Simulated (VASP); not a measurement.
Set up this calculation in VASP 6.6.1, as the native input.

| Item | Value |
| --- | --- |
| Task | relaxation of cell and atoms |
| Functional | PBE |
| Potentials or basis | VASP PAW PBE potentials, release 64 (As) |
| Cutoff | 600 eV |
| k mesh | 9 × 9 × 9 |
| Occupations | fermi-dirac, width 0.05 eV |
| Spin | no spin polarisation |
| Target pressure | 10 GPa |
| Dipole correction | no |
| Further INCAR settings | ALGO = Normal; EDIFF = 1e-07; IBRION = 2; EDIFFG = -0.01; NSW = 60; ISIF = 3 |

The structure of As lies in POSCAR:

```
As
1.0
    1.8807968987      1.0858785957      3.5140619945
   -1.8807968987      1.0858785957      3.5140619945
    0.0000000000     -2.1717571915      3.5140619945
As
2
Direct
    0.2260000000      0.2260000000      0.2260000000
    0.7740000000      0.7740000000      0.7740000000
```

One way to write it, as run:

INCAR

```
ALGO = Normal
EDIFF = 1E-7
EDIFFG = -0.01
ENCUT = 600
GGA = PE
IBRION = 2
ISIF = 3
ISMEAR = -1
LASPH = T
LCHARG = F
LREAL = F
LWAVE = F
NELM = 60
NSW = 60
PREC = Accurate
PSTRESS = 100.0
SIGMA = 0.05
```

KPOINTS

```
k-points
0
Gamma
  9 9 9
```

Potentials or basis: VASP PAW PBE potentials, release 64 (As).

Command:

```bash
$ cat potpaw_PBE.64/As/POTCAR > POTCAR
$ mpirun -np 1 vasp_std > vasp.out
```

Results of the run:

```yaml
Relaxed_volume: 19.14 Å³/atom
Relaxed_cell: a = 3.849 Å, b = 3.849 Å, c = 3.849 Å, α = 57.82°, β = 57.82°, γ = 57.82°
Space_group_after_relaxing_to_0.05_Å: R-3m (No. 166)
Energy_change_on_relaxing_the_enthalpy_is_what_falls: +72.3 meV/atom
Ionic_steps: 11
Pressure_after_relaxing: 10.0 GPa
Largest_force_after_relaxing: 0.009 eV/Å
Band_gap_on_the_k_mesh: zero (band 5 reaches 6.83 eV, above the bottom of band 6 at 6.71 eV)
```

Caveat: the cell is relaxed towards a set pressure, so the enthalpy falls and the energy may rise.

Wall time 4 min on 1 thread of Intel(R) Xeon(R) Platinum 8488C (Sapphire Rapids) (shared host), peak memory 0.22 GiB.
